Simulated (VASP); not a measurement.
A run of VASP 6.6.1:

File POSCAR:

```
BN
1.0
    2.4413919117      0.0000000000      0.0000000000
   -1.2206959559      2.1143074161      0.0000000000
    0.0000000000      0.0000000000      6.9942600000
B N
2 2
Direct
    0.3333333333      0.6666666667      0.2500000000
    0.6666666667      0.3333333333      0.7500000000
    0.3333333333      0.6666666667      0.7500000000
    0.6666666667      0.3333333333      0.2500000000
```

INCAR.step1

```
  PREC = Accurate
  ENCUT = 520
  ISMEAR = 0
  SIGMA = 0.05
  LREAL = False
  LASPH = True
  NELM = 60
  NBANDS = 16
  GGA = PE
  ALGO = Normal
  EDIFF = 1E-4
  LWAVE = True
  LCHARG = False
```

File INCAR.step2:

```
  PREC = Accurate
  ENCUT = 520
  EDIFF = 1E-6
  ISMEAR = 0
  SIGMA = 0.05
  LREAL = False
  LASPH = True
  NELM = 60
  ALGO = Normal
  ISIF = 2
  LWAVE = False
  LCHARG = True
  METAGGA = R2SCAN
  LMIXTAU = True
  LELF = True
  LVHAR = True
  NBANDS = 16
  ISTART = 1
```

KPOINTS

```
Automatic mesh
0
Gamma
  12 12 4
```

Potentials or basis: VASP PAW PBE potentials, release 64 (B, N).

Command:

```bash
$ cat potpaw_PBE.64/B/POTCAR potpaw_PBE.64/N/POTCAR > POTCAR
$ cp INCAR.step1 INCAR
$ mpirun -np 1 vasp_std > vasp.out
$ cp INCAR.step2 INCAR
$ mpirun -np 1 vasp_std > vasp.out
```

Hardware: 1 thread of Intel(R) Xeon(R) Platinum 8488C (Sapphire Rapids), with other jobs on the host.

**Question.** How long does it take, and how much memory?

**Answer.** It took 100 s on 1 thread of Intel(R) Xeon(R) Platinum 8488C (Sapphire Rapids) (shared host), peak memory 0.16 GiB. Counts: k points 57.
